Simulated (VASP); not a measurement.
A run of VASP 6.6.1 is set up as follows.

INCAR

```
  PREC = Accurate
  ENCUT = 520
  EDIFF = 1E-6
  ISMEAR = 0
  SIGMA = 0.1
  LREAL = F
  LASPH = T
  NELM = 80
  ALGO = Normal
  ISIF = 2
  LWAVE = F
  LCHARG = F
  GGA = PE
  NBANDS = 35
```

Contents of KPOINTS:

```
Automatic mesh
0
Gamma
  12 12 6
```

Contents of POSCAR:

```
TiW2C3
1.0
    3.0674086039      0.0000000000      0.0000000000
   -1.5337043020      2.6564537747      0.0000000000
    0.0000000000      0.0000000000      7.6217446275
Ti W C
1 2 3
Direct
    0.0000000000      0.0000000000      0.5000000000
    0.6666666667      0.3333333333      0.8292374643
    0.3333333333      0.6666666667      0.1707625357
    0.3333333333      0.6666666667      0.6650364406
    0.6666666667      0.3333333333      0.3349635594
    0.0000000000      0.0000000000      0.0000000000
```

Potentials or basis: VASP PAW PBE potentials, release 64 (Ti_sv, W_sv, C).

Run with:

```sh
$ cat potpaw_PBE.64/Ti_sv/POTCAR potpaw_PBE.64/W_sv/POTCAR potpaw_PBE.64/C/POTCAR > POTCAR
$ mpirun -np 1 vasp_std > vasp.out
```

(1) Predict the largest force.

(2) Estimate the pressure.

(3) Estimate the band gap on the k mesh.

Answers

(1) 0.018 eV/Å.

(2) 0.7 GPa.

(3) zero (bands 26 and 27 overlap by 1.51 eV).

Caveat: spin-orbit coupling is left out, which moves the levels of the heavy elements.
